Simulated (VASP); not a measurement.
Wanted: the native input for a VASP 6.6.1 run.

| Property | Result |
| --- | --- |
| Task | single point |
| Functional | r2SCAN |
| Potentials or basis | VASP PAW PBE potentials, release 64 (K_sv) |
| Cutoff | 520 eV |
| k mesh | 6 × 6 × 6 |
| Occupations | methfessel-paxton, width 0.1 eV |
| Spin | no spin polarisation |
| Dipole correction | no |
| Further INCAR settings | ALGO = Normal; EDIFF = 1e-07; NBANDS = 10 |

K:

```
CELL_PARAMETERS angstrom
4.40872 0.00000 0.00000
0.00000 4.40872 0.00000
0.00000 0.00000 4.40872
ATOMIC_POSITIONS crystal
K 0.00000 0.00000 0.00000
```

This isn't the form of K at room conditions, which is bcc.

One way to write it, as run:

POSCAR

```
K
1.0
    4.4087164385      0.0000000000      0.0000000000
    0.0000000000      4.4087164385      0.0000000000
    0.0000000000      0.0000000000      4.4087164385
K
1
Direct
    0.0000000000      0.0000000000      0.0000000000
```

INCAR.step1

```
SYSTEM = K
  ALGO = Normal
  EDIFF = 1E-4
  ENCUT = 520
  GGA = PE
  ISMEAR = 1
  LASPH = .True.
  LCHARG = .False.
  LREAL = .False.
  LWAVE = .True.
  NBANDS = 10
  NELM = 60
  PREC = Accurate
  SIGMA = 0.1
```

INCAR.step2

```
SYSTEM = K
  ALGO = Normal
  EDIFF = 1E-7
  ENCUT = 520
  ISIF = 2
  ISMEAR = 1
  ISTART = 1
  LASPH = .True.
  LCHARG = .True.
  LELF = .True.
  LMIXTAU = .True.
  LREAL = .False.
  LVHAR = .True.
  LWAVE = .False.
  METAGGA = R2SCAN
  NBANDS = 10
  NELM = 60
  PREC = Accurate
  SIGMA = 0.1
```

KPOINTS

```
k-points
0
Gamma
  6 6 6
  0 0 0
```

Potentials or basis: VASP PAW PBE potentials, release 64 (K_sv).

Launch:

```sh
$ cat potpaw_PBE.64/K_sv/POTCAR > POTCAR
$ cp INCAR.step1 INCAR
$ mpirun -np 1 vasp_std > vasp.out
$ cp INCAR.step2 INCAR
$ mpirun -np 1 vasp_std > vasp.out
```

Results of the run:

The pressure is -0.2 GPa. The band gap on the k mesh is zero (an odd number of electrons rules out a gap without spin polarisation).

Caveat: the PAW data sets were made with another functional, which shifts forces and pressure a little.

It took 73 s on 1 thread of AMD EPYC 9R45 96-Core Processor (Zen 5) (shared host), peak memory 0.18 GiB.
